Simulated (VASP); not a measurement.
# Ti (Fm-3m) in VASP: notebook

Ti is run at these levels: revPBE+D3(BJ)+U, RPBE, revPBE; tasks: single point.

All numbers are computed with VASP 6.6.1; they aren't measurements. Logs are shortened: lines on timing, memory, paths and dates and some standing lists are left out, and cuts for length are marked.

### 1 The cell of the first run

The structure is cubic, space group Fm-3m (No. 225). Conventional cell: a = 4.060 Å, b = 4.060 Å, c = 4.060 Å, α = 90.00°, β = 90.00°, γ = 90.00°. Ti (site symmetry m-3m) has 12 Ti at 2.87 Å within 3.8 Å.

### 2 Single point, revPBE+D3(BJ)+U

INCAR

```
SYSTEM = Ti
PREC = Accurate ; ENCUT = 520
EDIFF = 1E-6 ; ISMEAR = -5
SIGMA = 0.05 ; LREAL = .FALSE.
LASPH = .TRUE. ; NELM = 150
ALGO = Normal ; ISIF = 2
LWAVE = .FALSE. ; LCHARG = .FALSE.
LMAXMIX = 4 ; LDAU = .TRUE.
LDAUTYPE = 2 ; LDAUL = 2
LDAUU = 3 ; LDAUJ = 0
LDAUPRINT = 1 ; GGA = RE
IVDW = 12 ; NBANDS = 12
```

KPOINTS

```
Automatic mesh
0
G
  11 11 11
  0 0 0
```

POSCAR

```
Ti
1.0
    0.0000000000      2.0300000000      2.0300000000
    2.0300000000      0.0000000000      2.0300000000
    2.0300000000      2.0300000000      0.0000000000
Ti
1
Direct
    0.0000000000      0.0000000000      0.0000000000
```

Potentials or basis: VASP PAW PBE potentials, release 64 (Ti_sv).

The run is started by

```sh
cat potpaw_PBE.64/Ti_sv/POTCAR > POTCAR
mpirun -np 1 vasp_std > vasp.out
```

OUTCAR:

```text
SYSTEM = Ti
   PREC = Accurate
   ENCUT = 520
   EDIFF = 1E-6
   ISMEAR = -5
   LREAL = .FALSE.
   LASPH = .TRUE.
   NELM = 150
   ISIF = 2
   GGA = RE
   IVDW = 12
 IVDW          = 12

 ion  position               nearest neighbor table
   1  0.000  0.000  0.000-

  LATTYP: Found a face centered cubic cell.
 ALAT       =     4.0600000000

  Lattice vectors:

 A1 = (   0.0000000000,   2.0300000000,   2.0300000000)
 A2 = (   2.0300000000,   0.0000000000,   2.0300000000)
 A3 = (   2.0300000000,   2.0300000000,   0.0000000000)

Analysis of symmetry for initial positions (statically):
=====================================================================
 Subroutine PRICEL returns:
 Original cell was already a primitive cell.

 Routine SETGRP: Setting up the symmetry group for a
 face centered cubic supercell.

 Subroutine GETGRP returns: Found 48 space group operations
 (whereof 48 operations were pure point group operations)
 out of a pool of 48 trial point group operations.

The static configuration has the point symmetry O_h .

Analysis of symmetry for dynamics (positions and initial velocities):
=====================================================================
 Subroutine PRICEL returns:
 Original cell was already a primitive cell.

 Routine SETGRP: Setting up the symmetry group for a
 face centered cubic supercell.

 Subroutine GETGRP returns: Found 48 space group operations
 (whereof 48 operations were pure point group operations)
 out of a pool of 48 trial point group operations.

The dynamic configuration has the point symmetry O_h .

 Subroutine INISYM returns: Found 48 space group operations
 (whereof 48 operations are pure point group operations),
 and found     1 'primitive' translations

----------------------------------------------------------------------------------------

                                     Primitive cell

  volume of cell :      16.7309

  direct lattice vectors                    reciprocal lattice vectors
     0.000000000  2.030000000  2.030000000    -0.246305419  0.246305419  0.246305419
     2.030000000  0.000000000  2.030000000     0.246305419 -0.246305419  0.246305419
     2.030000000  2.030000000  0.000000000     0.246305419  0.246305419 -0.246305419

  length of vectors
     2.870853532  2.870853532  2.870853532     0.426613499  0.426613499  0.426613499

  position of ions in fractional coordinates (direct lattice)
     0.000000000  0.000000000  0.000000000

  ion indices of the primitive-cell ions
   primitive index   ion index
                 1           1

----------------------------------------------------------------------------------------

 KPOINTS: Automatic mesh

Automatic generation of k-mesh.
 Grid dimensions read from file:
 generate k-points for:   11   11   11

 Generating k-lattice:

  Cartesian coordinates                     Fractional coordinates (reciprocal lattice)
    -0.022391402  0.022391402  0.022391402     0.090909091  0.000000000  0.000000000
     0.022391402 -0.022391402  0.022391402     0.000000000  0.090909091  0.000000000
     0.022391402  0.022391402 -0.022391402     0.000000000  0.000000000  0.090909091

  Length of vectors
     0.038783045  0.038783045  0.038783045

  Shift w.r.t. Gamma in fractional coordinates (k-lattice)
     0.000000000  0.000000000  0.000000000

 TETIRR: Found    201 inequivalent tetrahedra from     7986

 Subroutine IBZKPT returns following result:
 ===========================================

 Found     56 irreducible k-points:

 Following reciprocal coordinates:
            Coordinates               Weight
[... 32 lines left out ...]
   NGXF,Y,Z  is equivalent  to a cutoff of  27.80, 27.80, 27.80 a.u.
 SYSTEM =  Ti
   PREC   = accura    normal or accurate (medium, high low for compatibility)
   ISTART =      0    job   : 0-new  1-cont  2-samecut
   ICHARG =      2    charge: 1-file 2-atom 10-const
   ISPIN  =      1    spin polarized calculation?
   LNONCOLLINEAR =      F non collinear calculations
   LSORBIT =      F    spin-orbit coupling
   LASPH  =      T    aspherical Exc in radial PAW
   ENCUT  =  520.0 eV  38.22 Ry    6.18 a.u.   5.34  5.34  5.34*2*pi/ulx,y,z
   NELM   =    150;   NELMIN=  2; NELMDL= -5     # of ELM steps
   EDIFF  = 0.1E-05   stopping-criterion for ELM
   LREAL  =      F    real-space projection
[... 7 lines left out ...]
   TEBEG  =    0.0;   TEEND  =   0.0 temperature during run
   PSTRESS=    0.0 pullay stress
   NELECT =      12.0000    total number of electrons
   NUPDOWN=      -1.0000    fix difference up-down
   EMIN   =  10.00;   EMAX   =-10.00  energy-range for DOS
   EFERMI =   0.00;   METHOD = LEGACY
   ISMEAR =    -5;   SIGMA  =   0.05  broadening in eV -4-tet -1-fermi 0-gaus
   EFERMI_NEDOS =   21; number of points for ismear=-14 and -15
   IALGO  =     38    algorithm
   IMIX   =      4    mixing-type and parameters
     AMIX     =   0.40;   BMIX     =  1.00
     AMIX_MAG =   1.60;   BMIX_MAG =  1.00
  volume/ion in A,a.u.               =      16.73       112.91
  Fermi-wavevector in a.u.,A,eV,Ry     =   1.465421  2.769245 29.217967  2.147460
  Thomas-Fermi vector in A             =   2.581280
   LORBIT       =      0    0 simple, 1 ext, 2 COOP (PROOUT), +10 PAW based schemes
 LDA+U is selected, type is set to LDAUTYPE =  2
   angular momentum for each species LDAUL =     2
   U (eV)           for each species LDAUU =   3.0
   J (eV)           for each species LDAUJ =   0.0
   GGA     = RE    functional components
   LHFCALC =     F    Hartree Fock is set to
   AEXX    =    0.0000 exact exchange contribution
   IVDW    =    12    specifies the selected vdW correction
   LEPSILON=     F    determine dielectric tensor
   LRPA    =     F    only Hartree local field effects (RPA)
 non-spin polarized calculation
 Fermi weights with tetrahedron method with Bloechl corrections
  energy-cutoff  :      520.00
  volume of cell :       16.73
 maximum number of plane-waves:       463
 NGX is ok and might be reduce to    24
   NGX = 11   NGY = 11   NGZ = 11

atom =   1  type =  1  l = 2

 onsite density matrix

spin component  1

  0.2136  0.0000  0.0000 -0.0000 -0.0000
  0.0000  0.2136  0.0000  0.0000 -0.0000
  0.0000  0.0000  0.1287  0.0000  0.0000
 -0.0000  0.0000  0.0000  0.2136 -0.0000
 -0.0000 -0.0000  0.0000 -0.0000  0.1287

spin component  2

  0.2136  0.0000  0.0000 -0.0000 -0.0000
  0.0000  0.2136  0.0000  0.0000 -0.0000
  0.0000  0.0000  0.1287  0.0000  0.0000
 -0.0000  0.0000  0.0000  0.2136 -0.0000
 -0.0000 -0.0000  0.0000 -0.0000  0.1287

 occupancies and eigenvectors

  o =  0.1287  v =  0.0000 -0.0000 -0.0392 -0.0000  0.9992  0.0000  0.0000  0.0000  0.0000  0.0000      0.0000  0.0000  0.0000  0.0000  0.0000  0.0000  0.0000  0.0000  0.0000  0.0000
  o =  0.1287  v =  0.0000  0.0000  0.0000  0.0000  0.0000  0.0000 -0.0000 -0.0392 -0.0000  0.9992      0.0000  0.0000  0.0000  0.0000  0.0000  0.0000  0.0000  0.0000  0.0000  0.0000
  o =  0.1287  v =  0.0000 -0.0000  0.9992  0.0000  0.0392  0.0000  0.0000  0.0000  0.0000  0.0000      0.0000  0.0000  0.0000  0.0000  0.0000  0.0000  0.0000  0.0000  0.0000  0.0000
  o =  0.1287  v =  0.0000  0.0000  0.0000  0.0000  0.0000  0.0000 -0.0000  0.9992  0.0000  0.0392      0.0000  0.0000  0.0000  0.0000  0.0000  0.0000  0.0000  0.0000  0.0000  0.0000
  o =  0.2136  v =  0.0000  0.0000  0.0000  0.0000  0.0000  1.0000  0.0000  0.0000  0.0000  0.0000      0.0000  0.0000  0.0000  0.0000  0.0000  0.0000  0.0000  0.0000  0.0000  0.0000
  o =  0.2136  v =  1.0000  0.0000  0.0000  0.0000  0.0000  0.0000  0.0000  0.0000  0.0000  0.0000      0.0000  0.0000  0.0000  0.0000  0.0000  0.0000  0.0000  0.0000  0.0000  0.0000
  o =  0.2136  v =  0.0000  0.0295  0.0000 -0.9996 -0.0000  0.0000  0.0000  0.0000  0.0000  0.0000      0.0000  0.0000  0.0000  0.0000  0.0000  0.0000  0.0000  0.0000  0.0000  0.0000
  o =  0.2136  v =  0.0000  0.0000  0.0000  0.0000  0.0000  0.0000  0.0295  0.0000 -0.9996 -0.0000      0.0000  0.0000  0.0000  0.0000  0.0000  0.0000  0.0000  0.0000  0.0000  0.0000
  o =  0.2136  v =  0.0000  0.0000  0.0000  0.0000  0.0000  0.0000 -0.9996 -0.0000 -0.0295 -0.0000      0.0000  0.0000  0.0000  0.0000  0.0000  0.0000  0.0000  0.0000  0.0000  0.0000
  o =  0.2136  v =  0.0000 -0.9996 -0.0000 -0.0295 -0.0000  0.0000  0.0000  0.0000  0.0000  0.0000      0.0000  0.0000  0.0000  0.0000  0.0000  0.0000  0.0000  0.0000  0.0000  0.0000

 number of electron      12.0000002 magnetization

 Free energy of the ion-electron system (eV)
  ---------------------------------------------------
  ext. energy  EPLUGINS =         0.00000000
  ---------------------------------------------------
  free energy    TOTEN  =        -5.18224850 eV

  energy without entropy =       -5.18224850  energy(sigma->0) =       -5.18224850

 E-fermi :   9.0465     XC(G=0): -11.6503

 val. band max:        9.0566968833   @ k =   0.2727   0.0000   0.0000
 cond. band min:       9.0026701505   @ k =  -0.4545   0.3636   0.1818
 fundamental gap:     -0.0540267328
 Fermi energy:         9.0464777995

 k-point     1 :       0.0000    0.0000    0.0000
  band No.  band energies     occupation
      1     -48.5219      2.00000
      2     -24.2613      2.00000
      3     -24.2613      2.00000
      4     -24.2613      2.00000
      5       2.4724      2.00000
      6      10.0505      0.00000
      7      10.0505      0.00000
      8      10.0505      0.00000
      9      12.0245      0.00000
     10      12.0245      0.00000
     11      24.1254      0.00000
     12      28.8161      0.00000
[... 331 lines left out ...]
 k-point    24 :      -0.1818    0.1818    0.0000
  band No.  band energies     occupation
      1     -48.4314      2.00000
      2     -24.6636      2.00000
      3     -24.4265      2.00000
      4     -24.3077      2.00000
      5       5.0330      2.00000
      6       8.8836      1.99293
      7      10.0250      0.00000
      8      10.9706      0.00000
      9      11.1895      0.00000
     10      12.8805      0.00000
     11      22.5939      0.00000
     12      23.1440      0.00000

 [... further k-points ...]

------------------------ aborting loop because EDIFF is reached ----------------------------------------

 Edisp (eV)   -1.16408

 E8    (eV) :    -0.8453

  FORCE on cell =-STRESS in cart. coord.  units (eV):
  Direction    XX          YY          ZZ          XY          YZ          ZX
  --------------------------------------------------------------------------------------
  -------------------------------------------------------------------------------------
  Total       0.38452     0.38452     0.38452    -0.00000    -0.00000     0.00000
  in kB      36.82230    36.82230    36.82230    -0.00000    -0.00000     0.00000
  external pressure =       36.82 kB  Pullay stress =        0.00 kB

 VOLUME and BASIS-vectors are now :
 -----------------------------------------------------------------------------
  energy-cutoff  :      520.00
  volume of cell :       16.73
      direct lattice vectors                 reciprocal lattice vectors
     0.000000000  2.030000000  2.030000000    -0.246305419  0.246305419  0.246305419
     2.030000000  0.000000000  2.030000000     0.246305419 -0.246305419  0.246305419
     2.030000000  2.030000000  0.000000000     0.246305419  0.246305419 -0.246305419

 POSITION                                       TOTAL-FORCE (eV/Angst)
 -----------------------------------------------------------------------------------
      0.00000      0.00000      0.00000         0.000000      0.000000     -0.000000
 -----------------------------------------------------------------------------------
    total drift:                                0.000000      0.000000      0.000000

  FREE ENERGIE OF THE ION-ELECTRON SYSTEM (eV)
  ---------------------------------------------------
  free  energy   TOTEN  =        -6.3463334609 eV

  energy  without entropy=       -6.3463334609  energy(sigma->0) =       -6.34633346
```

It took 14 s on 1 thread of Intel Xeon Platinum 8375C at 2.90GHz (Ice Lake), shared host; peak memory 0.15 GiB.

What came out:

```
Free energy                : -6.3463 eV
Pressure                   : 3.7 GPa
Band gap on the k mesh     : zero (band 6 reaches 10.05 eV, above the bottom of band 7 at 8.83 eV)
Dispersion energy per atom : -1.164 eV
```

Eigenvalues of the final occupation matrices:
```tsv
site	spin	trace	eigenvalues
site 1 d	1	0.90	0.13 0.13 0.21 0.21 0.21
site 1 d	2	0.90	0.13 0.13 0.21 0.21 0.21
```

Caveat: the PAW data sets were made with another functional, which shifts forces and pressure a little; U without spin polarisation on a metal has little footing; pairwise dispersion overbinds metals, which lowers pressure and volume; the U is typed as a test and isn't derived for this compound; tetrahedron occupations give inexact forces and stress in metals.

(Continued in part 2 of 3.)
